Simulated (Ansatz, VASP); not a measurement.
# WC: VASP beside Ansatz

File INCAR:

```
  ALGO = Normal
  EDIFF = 1E-7
  ENCUT = 520
  GGA = PS
  ISIF = 2
  ISMEAR = 0
  LASPH = T
  LCHARG = F
  LREAL = F
  LWAVE = F
  NBANDS = 16
  NELM = 100
  PREC = Accurate
  SIGMA = 0.15
```

Contents of KPOINTS:

```
k-points
0
Gamma
  24 24 22
```

The input POSCAR:

```
WC
1.0
    2.8984136670      0.0000000000      0.0000000000
   -1.4492068335      2.5100998663      0.0000000000
    0.0000000000      0.0000000000      2.9407163797
W C
1 1
Direct
    0.0000000000      0.0000000000      0.0000000000
    0.6666666667      0.3333333333      0.5000000000
```

Input for Ansatz:

```yaml
crystal:
  lattice:
    - [2.898413667, 0.0, 0.0]
    - [-1.4492068335, 2.5100998663, 0.0]
    - [0.0, 0.0, 2.9407163797]
  atoms:
    - { symbol: W, position: [0.0, 0.0, 0.0] }
    - { symbol: C, position: [0.6666666667, 0.3333333333, 0.5] }
basis:
  ecutwfc: 420
kpoints:
  mp_grid: { grid: [24, 24, 22] }
hamiltonian:
  xc: pbesol
scf:
  occupations: { method: gaussian, width: 0.15 }
output:
  forces: true
  stress: true
  eigenvalues: true
```

Change from the starting cell: strain +0.000 along x and y, +0.040 along z, atoms carried along.

Alike in both runs: task single point; functional PBEsol; k mesh 24 × 24 × 22; occupations gaussian, width 0.15 eV; no spin polarisation.

|  | VASP | Ansatz |
| --- | --- | --- |
| version | VASP 6.6.1 | Ansatz 0.2.0 |
| potentials or method | VASP PAW PBE potentials, release 64 (W_sv, C), cutoff 520 eV | scalar-relativistic, plane waves, PAW |
| valence electrons in the cell | 18 | 18 |

VASP gave:

```
gap on the k mesh at the Fermi level (eV)                     : none
pressure (GPa)                                                : -14.8
traceless stress, the component that is largest in VASP (GPa) : -18.97
```

Task: Which values does Ansatz return?

Result: gap on the k mesh at the Fermi level (eV): none; pressure (GPa): -15.8; traceless stress, the component that is largest in VASP (GPa): -19.12.

VASP's potentials were made for PBE, not for PBEsol. A gap of «none» marks a metal or a gap that the smearing closes. With one functional, cell and mesh, what is left measures potentials, basis and numerics.

Neither program's run includes spin-orbit coupling.
